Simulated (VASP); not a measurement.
# InO in VASP: notebook

The runs below take InO through single point, with PBE+D3(BJ).

All numbers are computed with VASP 6.6.1; they aren't measurements. Logs are shortened: lines on timing, memory, paths and dates and some standing lists are left out, and cuts for length are marked.

## Step 1: The cell of the first run

The cell holds a slab with vacuum, 4 atoms: a = 3.323 Å, b = 3.323 Å, c = 16.892 Å, α = 90.00°, β = 90.00°, γ = 120.00°.

## Step 2: Single point, PBE+D3(BJ)

File INCAR:

```
SYSTEM = InO
ALGO = Normal ; EDIFF = 1E-6
ENCUT = 600 ; GGA = PE
GGA_COMPAT = .False. ; ISIF = 2
ISMEAR = 0 ; IVDW = 12
LASPH = .True. ; LCHARG = .False.
LREAL = .False. ; LWAVE = .False.
NBANDS = 27 ; NELM = 120
PREC = Accurate ; SIGMA = 0.05
```

File KPOINTS:

```
k-points
0
Gamma
  12 12 4
  0 0 0
```

File POSCAR:

```
InO
1.0
    3.3225314902      0.0000000000      0.0000000000
   -1.6612657451      2.8773966754      0.0000000000
    0.0000000000      0.0000000000     16.8919503461
In O
2 2
Direct
    0.6666666667      0.3333333333      0.5895266171
    0.6666666667      0.3333333333      0.4104733829
    0.0000000000      0.0000000000      0.6398766426
    0.0000000000      0.0000000000      0.3601233574
```

Potentials or basis: VASP PAW PBE potentials, release 64 (In_d, O).

Command:

```bash
> cat potpaw_PBE.64/In_d/POTCAR potpaw_PBE.64/O/POTCAR > POTCAR
> mpirun -np 1 vasp_std > vasp.out
```

OUTCAR:

```text
SYSTEM = InO
   EDIFF = 1E-6
   ENCUT = 600
   GGA = PE
   ISIF = 2
   ISMEAR = 0
   IVDW = 12
   LASPH = .True.
   LREAL = .False.
   NELM = 120
   PREC = Accurate
 IVDW          = 12

 ion  position               nearest neighbor table
   1  0.667  0.333  0.590-   3 2.10   3 2.10   3 2.10   2 3.02
   2  0.667  0.333  0.410-   4 2.10   4 2.10   4 2.10   1 3.02
   3  0.000  0.000  0.640-   1 2.10   1 2.10   1 2.10
   4  0.000  0.000  0.360-   2 2.10   2 2.10   2 2.10

  LATTYP: Found a hexagonal cell.
 ALAT       =     3.3225314902
 C/A-ratio  =     5.0840602703

  Lattice vectors:

 A1 = (   3.3225314902,   0.0000000000,   0.0000000000)
 A2 = (  -1.6612657451,   2.8773966754,   0.0000000000)
 A3 = (   0.0000000000,   0.0000000000,  16.8919503461)

Analysis of symmetry for initial positions (statically):
=====================================================================
 Subroutine PRICEL returns:
 Original cell was already a primitive cell.

 Routine SETGRP: Setting up the symmetry group for a
 hexagonal supercell.

 Subroutine GETGRP returns: Found 12 space group operations
 (whereof 12 operations were pure point group operations)
 out of a pool of 24 trial point group operations.

The static configuration has the point symmetry D_3h.

Analysis of symmetry for dynamics (positions and initial velocities):
=====================================================================
 Subroutine PRICEL returns:
 Original cell was already a primitive cell.

 Routine SETGRP: Setting up the symmetry group for a
 hexagonal supercell.

 Subroutine GETGRP returns: Found 12 space group operations
 (whereof 12 operations were pure point group operations)
 out of a pool of 24 trial point group operations.

The dynamic configuration has the point symmetry D_3h.

 Subroutine INISYM returns: Found 12 space group operations
 (whereof 12 operations are pure point group operations),
 and found     1 'primitive' translations

----------------------------------------------------------------------------------------

                                     Primitive cell

  volume of cell :     161.4911

  direct lattice vectors                    reciprocal lattice vectors
[... 87 lines left out ...]
   LSORBIT =      F    spin-orbit coupling
   LASPH  =      T    aspherical Exc in radial PAW
   ENCUT  =  600.0 eV  44.10 Ry    6.64 a.u.   6.64  6.64 33.74*2*pi/ulx,y,z
   NELM   =    120;   NELMIN=  2; NELMDL= -5     # of ELM steps
   EDIFF  = 0.1E-05   stopping-criterion for ELM
   LREAL  =      F    real-space projection
   EDIFFG = 0.1E-04   stopping-criterion for IOM
   NSW    =      0    number of steps for IOM
   IBRION =     -1    ionic relax: 0-MD 1-quasi-New 2-CG
   NFREE  =      0    steps in history (QN), initial steepest desc. (CG)
   ISIF   =      2    stress and relaxation
   ISYM   =      2    0-nonsym 1-usesym 2-fastsym
   POTIM  = 0.5000    time-step for ionic-motion
   TEBEG  =    0.0;   TEEND  =   0.0 temperature during run
   PSTRESS=    0.0 pullay stress
   NELECT =      38.0000    total number of electrons
   NUPDOWN=      -1.0000    fix difference up-down
   EMIN   =  10.00;   EMAX   =-10.00  energy-range for DOS
   EFERMI =   0.00;   METHOD = LEGACY
   ISMEAR =     0;   SIGMA  =   0.05  broadening in eV -4-tet -1-fermi 0-gaus
   EFERMI_NEDOS =   21; number of points for ismear=-14 and -15
   IALGO  =     38    algorithm
   IMIX   =      4    mixing-type and parameters
     AMIX     =   0.40;   BMIX     =  1.00
     AMIX_MAG =   1.60;   BMIX_MAG =  1.00
  volume/ion in A,a.u.               =      40.37       272.45
  Fermi-wavevector in a.u.,A,eV,Ry     =   1.010694  1.909935 13.898392  1.021503
  Thomas-Fermi vector in A             =   2.143699
   LORBIT       =      0    0 simple, 1 ext, 2 COOP (PROOUT), +10 PAW based schemes
   GGA     = PE    functional components
   LHFCALC =     F    Hartree Fock is set to
   AEXX    =    0.0000 exact exchange contribution
   IVDW    =    12    specifies the selected vdW correction
   LEPSILON=     F    determine dielectric tensor
   LRPA    =     F    only Hartree local field effects (RPA)
 non-spin polarized calculation
 Gauss-broadening in eV      SIGMA  =   0.05
  energy-cutoff  :      600.00
  volume of cell :      161.49
 maximum number of plane-waves:      5449
 NGX is ok and might be reduce to    28

 number of electron      38.0000000 magnetization

 Free energy of the ion-electron system (eV)
  ---------------------------------------------------
  ext. energy  EPLUGINS =         0.00000000
  ---------------------------------------------------
  free energy    TOTEN  =       -19.22006381 eV

  energy without entropy =      -19.21977023  energy(sigma->0) =      -19.21991702

 E-fermi :  -1.3148     XC(G=0):  -4.8357

 val. band max:       -1.3616914982   @ k =   0.3333   0.3333   0.5000
 cond. band min:      -1.2830882987   @ k =   0.0000   0.0000   0.5000
 fundamental gap:      0.0786031995
 Fermi energy:        -1.3148060556

 k-point     1 :       0.0000    0.0000    0.0000
  band No.  band energies     occupation
      1     -19.7550      2.00000
      2     -19.7420      2.00000
      3     -15.2698      2.00000
      4     -15.2698      2.00000
      5     -15.2451      2.00000
      6     -15.2451      2.00000
[... 709 lines left out ...]
     26       7.5115      0.00000
     27       7.6211      0.00000

 [... further k-points ...]

------------------------ aborting loop because EDIFF is reached ----------------------------------------

 Edisp (eV)   -0.59549

 E8    (eV) :    -0.2782

  FORCE on cell =-STRESS in cart. coord.  units (eV):
  Direction    XX          YY          ZZ          XY          YZ          ZX
  --------------------------------------------------------------------------------------
  -------------------------------------------------------------------------------------
  Total       3.64042     3.64042    -1.86952     0.00000     0.00000     0.00000
  in kB      36.11718    36.11718   -18.54779     0.00000     0.00000     0.00000
  external pressure =       17.90 kB  Pullay stress =        0.00 kB

 VOLUME and BASIS-vectors are now :
 -----------------------------------------------------------------------------
  energy-cutoff  :      600.00
  volume of cell :      161.49
      direct lattice vectors                 reciprocal lattice vectors
     3.322531490  0.000000000  0.000000000     0.300975326  0.173768186  0.000000000
    -1.661265745  2.877396675  0.000000000     0.000000000  0.347536372  0.000000000
     0.000000000  0.000000000 16.891950346     0.000000000  0.000000000  0.059199795

 POSITION                                       TOTAL-FORCE (eV/Angst)
 -----------------------------------------------------------------------------------
      1.66127      0.95913      9.95825        -0.000000      0.000000     -0.915032
      1.66127      0.95913      6.93370        -0.000000      0.000000      0.915032
      0.00000      0.00000     10.80876         0.000000     -0.000000      0.210723
      0.00000      0.00000      6.08319         0.000000     -0.000000     -0.210723
 -----------------------------------------------------------------------------------
    total drift:                                0.000000     -0.000000      0.000000

  FREE ENERGIE OF THE ION-ELECTRON SYSTEM (eV)
  ---------------------------------------------------
  free  energy   TOTEN  =       -19.8155511264 eV

  energy  without entropy=      -19.8152575411  energy(sigma->0) =      -19.81540433
```

OSZICAR:

```text
N       E                     dE             d eps       ncg     rms          rms(c)
DAV:   1     0.423768777545E+03    0.42377E+03   -0.19250E+04  3078   0.158E+03
DAV:   2     0.474209646653E+02   -0.37635E+03   -0.36138E+03  3355   0.403E+02
DAV:   3    -0.199387709799E+02   -0.67360E+02   -0.66274E+02  3831   0.182E+02
[... 13 lines left out ...]
DAV:  17    -0.192199921278E+02   -0.38646E-04   -0.32329E-06  2973   0.164E-02    0.587E-03
DAV:  18    -0.192200502273E+02   -0.58099E-04   -0.28533E-06  2815   0.812E-03    0.184E-03
DAV:  19    -0.192200596536E+02   -0.94264E-05   -0.41801E-07  2757   0.711E-03    0.960E-04
DAV:  20    -0.192200629011E+02   -0.32475E-05   -0.12363E-07  2543   0.275E-03    0.535E-04
DAV:  21    -0.192200638134E+02   -0.91235E-06   -0.66214E-08  2613   0.209E-03
   1 F= -.19815551E+02 E0= -.19815404E+02  d E =-.293585E-03
```

It took 4.3 min on 1 thread of Intel Xeon 6975P-C (Granite Rapids), shared host; peak memory 0.48 GiB.

What came out:

* Free energy: -19.8156 eV
* Largest force: 0.915 eV/Å
* Band gap on the k mesh: 0.08 eV (least direct gap 1.29 eV)
* Dispersion energy per atom: -0.149 eV

Forces in eV/Å, atoms in the order of the input:
```
In   0.000  0.000 -0.915
In   0.000  0.000  0.915
O    0.000  0.000  0.211
O    0.000  0.000 -0.211
```

Caveat: spin-orbit coupling is left out, which moves the levels of the heavy elements.

## Step 3: Single point, PBE+D3(BJ)

This run uses another cell than the first one, of the same volume but with other edges.

File INCAR:

```
SYSTEM = InO
ALGO = Normal ; EDIFF = 1E-6
ENCUT = 600 ; GGA = PE
GGA_COMPAT = .False. ; ISIF = 2
ISMEAR = 0 ; IVDW = 12
LASPH = .True. ; LCHARG = .True.
LELF = .True. ; LREAL = .False.
LVHAR = .True. ; LWAVE = .False.
NBANDS = 27 ; NELM = 120
PREC = Accurate ; SIGMA = 0.05
```

KPOINTS is that of step 2.

File POSCAR:

```
InO
1.0
    3.4767723608      0.0000000000      0.0000000000
   -1.7383861804      3.0109731876      0.0000000000
    0.0000000000      0.0000000000     15.4264321991
In O
2 2
Direct
    0.6666666667      0.3333333333      0.5895266171
    0.6666666667      0.3333333333      0.4104733829
    0.0000000000      0.0000000000      0.6398766426
    0.0000000000      0.0000000000      0.3601233574
```

Potentials or basis: VASP PAW PBE potentials, release 64 (In_d, O).

Command:

```bash
> cat potpaw_PBE.64/In_d/POTCAR potpaw_PBE.64/O/POTCAR > POTCAR
> mpirun -np 1 vasp_std > vasp.out
```

Run time: 4.3 min. Hardware: 1 thread of Intel Xeon 6975P-C (Granite Rapids), shared host; peak memory 0.45 GiB.

It converged, with:

* Free energy: -19.9693 eV
* Largest force: 0.448 eV/Å
* Band gap on the k mesh: 0.51 eV (least direct gap 1.09 eV)
* Dispersion energy per atom: -0.142 eV

Forces on the atoms (eV/Å):
```
In   0.000  0.000  0.448
In   0.000  0.000 -0.448
O    0.000  0.000 -0.025
O    0.000  0.000  0.025
```

Levels at points of the mesh, in eV from the valence-band top:
| k point | band 17 | band 18 | band 19 | band 20 | band 21 | band 22 |
| --- | --- | --- | --- | --- | --- | --- |
| (0.00, 0.00, 0.00) | -1.54 | -1.54 | -0.58 | 0.51 | 3.45 | 6.26 |
| (0.50, 0.00, 0.00) | -2.35 | -1.74 | -0.17 | 2.41 | 4.33 | 5.72 |
| (0.00, 0.00, 0.50) | -1.54 | -1.54 | -0.58 | 0.51 | 3.45 | 6.04 |
| (0.50, 0.00, 0.50) | -2.35 | -1.74 | -0.17 | 2.41 | 4.33 | 5.72 |

Caveat: spin-orbit coupling is left out, which moves the levels of the heavy elements.
